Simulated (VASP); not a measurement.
GaSb, 2 atoms in the cell. The structure is cubic, space group F-43m (No. 216). Conventional cell: a = 6.118 Å, b = 6.118 Å, c = 6.118 Å, α = 90.00°, β = 90.00°, γ = 90.00°. Sb (site symmetry -43m) has 4 Ga at 2.65 Å within 3.5 Å. Within 3.5 Å of Ga (site symmetry -43m) lie 4 Sb at 2.65 Å. 

| Quantity | Value |
| --- | --- |
| Program | VASP 6.6.1 |
| Task | relaxation of cell and atoms |
| Functional | PBEsol |
| Dispersion | D3(BJ) |
| Potentials or basis | VASP PAW PBE potentials, release 64 (Sb, Ga_d) |
| Cutoff | 600 eV |
| k mesh | 8 × 8 × 8 |
| Occupations | fermi-dirac, width 0.05 eV |
| Spin | no spin polarisation |
| Dipole correction | no |
| Further INCAR settings | ALGO = Normal; EDIFF = 1e-06; IBRION = 2; EDIFFG = -0.01; NSW = 80; ISIF = 3 |

Potentials or basis: VASP PAW PBE potentials, release 64 (Sb, Ga_d).

The run is started by

```console
$ cat potpaw_PBE.64/Sb/POTCAR potpaw_PBE.64/Ga_d/POTCAR > POTCAR
$ mpirun -np 1 vasp_std > vasp.out
```

Hardware: 1 thread of Intel(R) Xeon(R) Platinum 8559C (Emerald Rapids) (shared host).

Q: How long does it take, and how much memory?

A: It took 33 s on 1 thread of Intel(R) Xeon(R) Platinum 8559C (Emerald Rapids), on a shared host, peak memory 0.22 GiB. Counts: scf iterations 26, k points 29, ion steps 3.
